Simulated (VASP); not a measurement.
A run of VASP 6.6.1 is set up as follows.

The input INCAR:

```
SYSTEM = H4C
ALGO = Normal ; EDIFF = 1E-7
ENCUT = 520 ; GGA = PS
ISIF = 2 ; ISMEAR = -1
LASPH = .True. ; LCHARG = .False.
LREAL = Auto ; LWAVE = .False.
NBANDS = 58 ; NELM = 100
PREC = Accurate ; SIGMA = 0.05
```

Contents of KPOINTS:

```
k-points
0
Gamma
  1 1 1
  0 0 0
```

POSCAR

```
H4C
1.0
    7.3876590000      0.0000000000      0.0000000000
    0.0000000000      7.3876590000      0.0000000000
    0.0000000000      0.0000000000      7.3876590000
C H
8 32
Direct
    0.5086861751      0.7812623728      0.7059475810
    0.0123313759      0.7689716052      0.5778014389
    0.7692693991      0.3821372914      0.9416108675
    0.2551417167      0.3723777722      0.6889597909
    0.7117545626      0.9213338082      0.0971620374
    0.6550789634      0.1984119733      0.4573031863
    0.1720301384      1.0406679572      0.1113749295
    0.2913913596      0.5204625714      0.2209766314
    0.3936971103      0.7787717327      0.8085781978
    0.6066603778      0.6764389098      0.7529448774
    0.5951005589      0.9001904392      0.7152198010
    0.4696345622      0.7664674290      0.5617205667
    0.1218247892      0.8594874236      0.5908231552
   -0.0192753889      0.6905435132      0.7115379852
    0.0463611003      0.6660025862      0.4792451844
   -0.1152327144      0.8405775091      0.5452065397
    0.8419040457      0.4617700952      1.0470840628
    0.6584223771      0.3010019818      1.0126076474
    0.8524757301      0.2698283719      0.8998249649
    0.7238152167      0.4477196362      0.8176338404
    0.1819520906      0.4939589117      0.7412903059
    0.3368455420      0.3112894085      0.7966529045
    0.3466185973      0.4167761398      0.5775307171
    0.1540406778      0.2737403012      0.6329474601
    0.7987916064      0.9357091333      0.2114742979
    0.6035335415      0.8305066598      0.1411678585
    0.8001181430      0.8582150313     -0.0027207536
    0.6577861810      1.0582648712      0.0656906335
    0.6285888398      0.3214414742      0.3775079494
    0.6447373925      0.2146823507      0.6087178631
    0.7949067492      0.1421289207      0.4208369661
    0.5794663776      0.0843975067      0.4145156131
    0.1164238902      0.9081090505      0.1468124070
    0.3118443881      1.0296901901      0.0533727937
    0.1829943694      1.1280027949      0.2320220790
    0.0916257775      1.1153194808      0.0123719841
    0.2158193820      0.4920232512      0.3440602767
    0.2449490427      0.4408162315      0.1083428458
    0.4393678701      0.5021076365      0.2455446306
    0.2627625341      0.6602632850      0.1903444650
```

Potentials or basis: VASP PAW PBE potentials, release 64 (C, H).

Run with:

```console
$ cat potpaw_PBE.64/C/POTCAR potpaw_PBE.64/H/POTCAR > POTCAR
$ mpirun -np 1 vasp_gam > vasp.out
```

(1) What does it give for the band gap on the k mesh?

(2) Predict the largest force.

(3) Estimate the pressure.

Answers

(1) 7.00 eV.

(2) 3.088 eV/Å.

(3) 0.1 GPa.

Caveat: the k points lie up to 0.85 Å⁻¹ apart; the PAW data sets were made with another functional, which shifts forces and pressure a little.
